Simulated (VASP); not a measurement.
# Rb (Fd-3m) in VASP: a series of runs

Rb is run at these levels: PBE; tasks: single point.

Everything below comes from runs of VASP 6.6.1. Logs are shortened: lines on timing, memory, paths and dates and some standing lists are left out, and cuts for length are marked.

### 1 The cell of the first run

It takes space group Fd-3m (No. 227, cubic). The conventional cell has a = 7.672 Å, b = 7.672 Å, c = 7.672 Å, α = 90.00°, β = 90.00°, γ = 90.00°. Rb (site symmetry -43m) has 4 Rb at 3.32 Å within 4.4 Å.

This isn't the form of Rb at room conditions, which is bcc.

### 2 Single point, PBE (56.45 Å³/atom)

The input, INCAR:

```
PREC = Accurate
ENCUT = 520
EDIFF = 1E-6
ISMEAR = -1
SIGMA = 0.08
LREAL = False
LASPH = True
NELM = 80
ALGO = Normal
ISIF = 2
LWAVE = False
LCHARG = False
GGA = PE
NBANDS = 16
```

The input, KPOINTS:

```
Automatic mesh
0
Gamma
  7 7 7
```

The input, POSCAR:

```
Rb
1.0
    0.0000000000      3.8360015993      3.8360015993
    3.8360015993      0.0000000000      3.8360015993
    3.8360015993      3.8360015993      0.0000000000
Rb
2
Direct
   -0.1250000000     -0.1250000000     -0.1250000000
    0.1250000000      0.1250000000      0.1250000000
```

Potentials or basis: VASP PAW PBE potentials, release 64 (Rb_sv).

On the command line:

```console
cat potpaw_PBE.64/Rb_sv/POTCAR > POTCAR
mpirun -np 1 vasp_std > vasp.out
```

OUTCAR:

```text
PREC = Accurate
   ENCUT = 520
   EDIFF = 1E-6
   ISMEAR = -1
   LREAL = False
   LASPH = True
   NELM = 80
   ISIF = 2
   GGA = PE

 ion  position               nearest neighbor table
   1  0.875  0.875  0.875-   2 3.32   2 3.32   2 3.32   2 3.32
   2  0.125  0.125  0.125-   1 3.32   1 3.32   1 3.32   1 3.32

  LATTYP: Found a face centered cubic cell.
 ALAT       =     7.6720031986

  Lattice vectors:

 A1 = (   0.0000000000,   3.8360015993,   3.8360015993)
 A2 = (   3.8360015993,   0.0000000000,   3.8360015993)
 A3 = (   3.8360015993,   3.8360015993,   0.0000000000)

Analysis of symmetry for initial positions (statically):
=====================================================================
 Subroutine PRICEL returns:
 Original cell was already a primitive cell.

 Routine SETGRP: Setting up the symmetry group for a
 face centered cubic supercell.

 Subroutine GETGRP returns: Found 48 space group operations
 (whereof 12 operations were pure point group operations)
 out of a pool of 48 trial point group operations.

The static configuration has the point symmetry D_3d.
 The point group associated with its full space group is O_h .

Analysis of symmetry for dynamics (positions and initial velocities):
=====================================================================
 Subroutine PRICEL returns:
 Original cell was already a primitive cell.

 Routine SETGRP: Setting up the symmetry group for a
 face centered cubic supercell.

 Subroutine GETGRP returns: Found 48 space group operations
 (whereof 12 operations were pure point group operations)
 out of a pool of 48 trial point group operations.

The dynamic configuration has the point symmetry D_3d.
 The point group associated with its full space group is O_h .

 Subroutine INISYM returns: Found 48 space group operations
 (whereof 12 operations are pure point group operations),
 and found     1 'primitive' translations

----------------------------------------------------------------------------------------

                                     Primitive cell

  volume of cell :     112.8928

  direct lattice vectors                    reciprocal lattice vectors
     0.000000000  3.836001599  3.836001599    -0.130344054  0.130344054  0.130344054
     3.836001599  0.000000000  3.836001599     0.130344054 -0.130344054  0.130344054
     3.836001599  3.836001599  0.000000000     0.130344054  0.130344054 -0.130344054

  length of vectors
     5.424925487  5.424925487  5.424925487     0.225762524  0.225762524  0.225762524

  position of ions in fractional coordinates (direct lattice)
     0.875000000  0.875000000  0.875000000
     0.125000000  0.125000000  0.125000000

  ion indices of the primitive-cell ions
   primitive index   ion index
                 1           1
                 2           2

----------------------------------------------------------------------------------------

 KPOINTS: Automatic mesh

Automatic generation of k-mesh.
 Grid dimensions read from file:
 generate k-points for:    7    7    7

 Generating k-lattice:

  Cartesian coordinates                     Fractional coordinates (reciprocal lattice)
    -0.018620579  0.018620579  0.018620579     0.142857143  0.000000000  0.000000000
     0.018620579 -0.018620579  0.018620579     0.000000000  0.142857143  0.000000000
     0.018620579  0.018620579 -0.018620579     0.000000000  0.000000000  0.142857143

  Length of vectors
     0.032251789  0.032251789  0.032251789

  Shift w.r.t. Gamma in fractional coordinates (k-lattice)
     0.000000000  0.000000000  0.000000000

 Subroutine IBZKPT returns following result:
 ===========================================

 Found     20 irreducible k-points:

 Following reciprocal coordinates:
            Coordinates               Weight
  0.000000  0.000000  0.000000      1.000000
  0.142857  0.000000  0.000000      8.000000
  0.285714  0.000000  0.000000      8.000000
  0.428571  0.000000  0.000000      8.000000
  0.142857  0.142857  0.000000      6.000000
  0.285714  0.142857  0.000000     24.000000
[... 12 lines left out ...]
 -0.428571  0.428571  0.142857     24.000000
 -0.285714  0.428571  0.142857     24.000000
   k-points           NKPTS =     20   k-points in BZ     NKDIM =     20   number of bands    NBANDS=     16
   number of dos      NEDOS =    301   number of ions     NIONS =      2
   total plane-waves  NPLWV =  64000
   dimension x,y,z NGX =    40 NGY =   40 NGZ =   40
   dimension x,y,z NGXF=    80 NGYF=   80 NGZF=   80
   ions per type =               2
   NGX,Y,Z   is equivalent  to a cutoff of  12.26, 12.26, 12.26 a.u.
   NGXF,Y,Z  is equivalent  to a cutoff of  24.52, 24.52, 24.52 a.u.
 SYSTEM =  unknown system
   PREC   = accura    normal or accurate (medium, high low for compatibility)
   ISTART =      0    job   : 0-new  1-cont  2-samecut
   ICHARG =      2    charge: 1-file 2-atom 10-const
   ISPIN  =      1    spin polarized calculation?
   LNONCOLLINEAR =      F non collinear calculations
   LSORBIT =      F    spin-orbit coupling
   LASPH  =      T    aspherical Exc in radial PAW
   ENCUT  =  520.0 eV  38.22 Ry    6.18 a.u.  10.09 10.09 10.09*2*pi/ulx,y,z
   NELM   =     80;   NELMIN=  2; NELMDL= -5     # of ELM steps
   EDIFF  = 0.1E-05   stopping-criterion for ELM
   LREAL  =      F    real-space projection
   EDIFFG = 0.1E-04   stopping-criterion for IOM
   NSW    =      0    number of steps for IOM
   IBRION =     -1    ionic relax: 0-MD 1-quasi-New 2-CG
   NFREE  =      0    steps in history (QN), initial steepest desc. (CG)
   ISIF   =      2    stress and relaxation
   ISYM   =      2    0-nonsym 1-usesym 2-fastsym
   POTIM  = 0.5000    time-step for ionic-motion
   TEBEG  =    0.0;   TEEND  =   0.0 temperature during run
   PSTRESS=    0.0 pullay stress
   NELECT =      18.0000    total number of electrons
   NUPDOWN=      -1.0000    fix difference up-down
   EMIN   =  10.00;   EMAX   =-10.00  energy-range for DOS
   EFERMI =   0.00;   METHOD = LEGACY
   ISMEAR =    -1;   SIGMA  =   0.08  broadening in eV -4-tet -1-fermi 0-gaus
   EFERMI_NEDOS =   21; number of points for ismear=-14 and -15
   IALGO  =     38    algorithm
   IMIX   =      4    mixing-type and parameters
     AMIX     =   0.40;   BMIX     =  1.00
     AMIX_MAG =   1.60;   BMIX_MAG =  1.00
  volume/ion in A,a.u.               =      56.45       380.92
  Fermi-wavevector in a.u.,A,eV,Ry     =   0.887722  1.677551 10.722071  0.788050
  Thomas-Fermi vector in A             =   2.009057
   LORBIT       =      0    0 simple, 1 ext, 2 COOP (PROOUT), +10 PAW based schemes
   GGA     = PE    functional components
   LHFCALC =     F    Hartree Fock is set to
   AEXX    =    0.0000 exact exchange contribution
   IVDW    =     0    specifies the selected vdW correction
   LEPSILON=     F    determine dielectric tensor
   LRPA    =     F    only Hartree local field effects (RPA)
 non-spin polarized calculation
  energy-cutoff  :      520.00
  volume of cell :      112.89
 maximum number of plane-waves:      3071
   NGX = 21   NGY = 21   NGZ = 21

 number of electron      18.0000000 magnetization

 Free energy of the ion-electron system (eV)
  ---------------------------------------------------
  ext. energy  EPLUGINS =         0.00000000
  ---------------------------------------------------
  free energy    TOTEN  =        -0.35530695 eV

  energy without entropy =       -0.31025033  energy(sigma->0) =       -0.33277864

 E-fermi :   1.3740     XC(G=0):  -6.7586

 val. band max:        1.3463665539   @ k =  -0.4286   0.4286   0.0000
 cond. band min:       1.3983436757   @ k =  -0.4286   0.1429   0.0000
 fundamental gap:      0.0519771218
 Fermi energy:         1.3740187383

 k-point     1 :       0.0000    0.0000    0.0000
  band No.  band energies     occupation
      1     -28.4393      2.00000
      2     -28.0685      2.00000
      3     -12.7525      2.00000
      4     -12.7525      2.00000
      5     -12.7525      2.00000
      6     -12.0098      2.00000
[... 8 lines left out ...]
     15       4.9871      0.00000
     16       4.9871      0.00000

 k-point     2 :       0.1429    0.0000    0.0000
  band No.  band energies     occupation
      1     -28.4260      2.00000
      2     -28.0824      2.00000
      3     -12.7744      2.00000
      4     -12.7744      2.00000
      5     -12.7609      2.00000
      6     -12.0076      2.00000
[... 8 lines left out ...]
     15       4.4613      0.00000
     16       4.9494      0.00000

 k-point     3 :       0.2857    0.0000    0.0000
  band No.  band energies     occupation
      1     -28.3914      2.00000
      2     -28.1187      2.00000
      3     -12.8193      2.00000
      4     -12.8193      2.00000
      5     -12.7832      2.00000
      6     -11.9979      2.00000
[... 8 lines left out ...]
     15       4.6458      0.00000
     16       5.3398      0.00000

 k-point     4 :       0.4286    0.0000    0.0000
  band No.  band energies     occupation
      1     -28.3549      2.00000
      2     -28.1565      2.00000
      3     -12.8518      2.00000
      4     -12.8518      2.00000
      5     -12.8039      2.00000
      6     -11.9860      2.00000
[... 8 lines left out ...]
     15       4.4663      0.00000
     16       6.0438      0.00000
[... 248 lines left out ...]
 k-point    18 :      -0.4286    0.2857    0.1429
  band No.  band energies     occupation
      1     -28.3216      2.00000
      2     -28.1906      2.00000
      3     -12.9687      2.00000
      4     -12.9044      2.00000
      5     -12.5961      2.00000
      6     -12.1866      2.00000
[... 8 lines left out ...]
     15       5.1534      0.00000
     16       5.4233      0.00000

 k-point    19 :      -0.4286    0.4286    0.1429
  band No.  band energies     occupation
      1     -28.2935      2.00000
      2     -28.2192      2.00000
      3     -12.9693      2.00000
      4     -12.9502      2.00000
      5     -12.4866      2.00000
      6     -12.3087      2.00000
[... 8 lines left out ...]
     15       5.1285      0.00000
     16       5.3494      0.00000

 k-point    20 :      -0.2857    0.4286    0.1429
  band No.  band energies     occupation
      1     -28.2821      2.00000
      2     -28.2307      2.00000
      3     -12.9865      2.00000
      4     -12.9432      2.00000
      5     -12.4813      2.00000
      6     -12.3047      2.00000
[... 8 lines left out ...]
     15       5.2929      0.00000
     16       5.3509      0.00000

------------------------ aborting loop because EDIFF is reached ----------------------------------------

  FORCE on cell =-STRESS in cart. coord.  units (eV):
  Direction    XX          YY          ZZ          XY          YZ          ZX
  --------------------------------------------------------------------------------------
  -------------------------------------------------------------------------------------
  Total        2.6087338      2.6087338      2.6087338     -0.0000000      0.0000000      0.0000000
  in kB       37.0232051     37.0232051     37.0232051     -0.0000000      0.0000000      0.0000000
  external PRESSURE =      37.0232051 kB  Pullay stress =       0.0000000 kB

 VOLUME and BASIS-vectors are now :
 -----------------------------------------------------------------------------
  energy-cutoff  :      520.00
  volume of cell :      112.89
      direct lattice vectors                 reciprocal lattice vectors
     0.000000000  3.836001599  3.836001599    -0.130344054  0.130344054  0.130344054
     3.836001599  0.000000000  3.836001599     0.130344054 -0.130344054  0.130344054
     3.836001599  3.836001599  0.000000000     0.130344054  0.130344054 -0.130344054

 POSITION                                       TOTAL-FORCE (eV/Angst)
 -----------------------------------------------------------------------------------
      6.71300      6.71300      6.71300        -0.000000      0.000000     -0.000000
      0.95900      0.95900      0.95900         0.000000     -0.000000      0.000000
 -----------------------------------------------------------------------------------
    total drift:                                0.000000      0.000000     -0.000000

  FREE ENERGIE OF THE ION-ELECTRON SYSTEM (eV)
  ---------------------------------------------------
  free  energy   TOTEN  =        -0.3553069549 eV

  energy  without entropy=       -0.3102503275  energy(sigma->0) =       -0.33277864
```

Run time: 16 s. Hardware: 1 thread of Intel Xeon 6975P-C (Granite Rapids), shared host; peak memory 0.23 GiB.

What came out:

```yaml
Free_energy: -0.3553 eV
Pressure: 3.7 GPa
```

Levels at points of the mesh, in eV from the Fermi level:
| k point | band 7 | band 8 | band 9 | band 10 | band 11 | band 12 |
| --- | --- | --- | --- | --- | --- | --- |
| (0.00, 0.00, 0.00) | -13.38 | -13.38 | -2.43 | 2.04 | 2.04 | 2.68 |

Caveat: the cell stands under pressure.

(Part 1 of 2 ends here.)
